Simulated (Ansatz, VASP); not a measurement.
# One calculation of AlN, two programs

Contents of INCAR:

```
SYSTEM = AlN
ALGO     = Normal         ! electronic algorithm
EDIFF    = 1E-8           ! SCF threshold, eV
ENCUT    = 520            ! plane-wave cutoff, eV
GGA      = PE             ! functional
GGA_COMPAT= .False.      
ISIF     = 2              ! what is computed and relaxed
ISMEAR   = -1             ! smearing method
LASPH    = .True.         ! aspherical terms in the spheres
LCHARG   = .False.        ! write CHGCAR
LEFG     = .True.       
LREAL    = .False.        ! projectors in reciprocal space
LWAVE    = .False.        ! write WAVECAR
NBANDS   = 11             ! bands
NELM     = 120            ! most SCF steps
PREC     = Accurate       ! precision mode
SIGMA    = 0.02           ! smearing width, eV
```

File KPOINTS:

```
k-points
0
Gamma
  13 13 13
  0 0 0
```

The input POSCAR:

```
AlN
1.0
    0.0000000000      1.9780000000      1.9780000000
    1.9780000000      0.0000000000      1.9780000000
    1.9780000000      1.9780000000      0.0000000000
Al N
1 1
Direct
    0.0000000000      0.0000000000      0.0000000000
    0.5000000000      0.5000000000      0.5000000000
```

Input for Ansatz:

```yaml
crystal:
  lattice:
    - [0.0, 1.978, 1.978]
    - [1.978, 0.0, 1.978]
    - [1.978, 1.978, 0.0]
  atoms:
    - { symbol: Al, position: [0.0, 0.0, 0.0] }
    - { symbol: "N", position: [0.5, 0.5, 0.5] }
kpoints:
  mp_grid: { grid: [13, 13, 13] }
scf:
  occupations: { method: fermi_dirac, width: 0.02 }
hamiltonian:
  xc: pbe
  pseudopotentials: { kind: paw }
output:
  forces: true
  stress: true
  populations: true
  efg:
    quadrupole_moments_barn: { Al: 0.1466, "N": 0.02044 }
    contact_densities: true
```

Alike in both runs: task electric field gradients; functional PBE; k mesh 13 × 13 × 13; occupations fermi-dirac, width 0.02 eV; no spin polarisation.

```csv
,VASP,Ansatz
version,VASP 6.6.1,Ansatz 0.2.0
potentials or method,"VASP PAW PBE potentials, release 64 (Al, N)","plane-wave PAW, scalar-relativistic"
plane-wave cutoff (eV),520,420
valence electrons in the cell,8,8
```

```csv
,VASP,Ansatz,Ansatz less VASP
gap on the k mesh at the Fermi level (eV),5.24,5.23,-0.015
pressure (GPa),25.2,25.6,+0.34
```
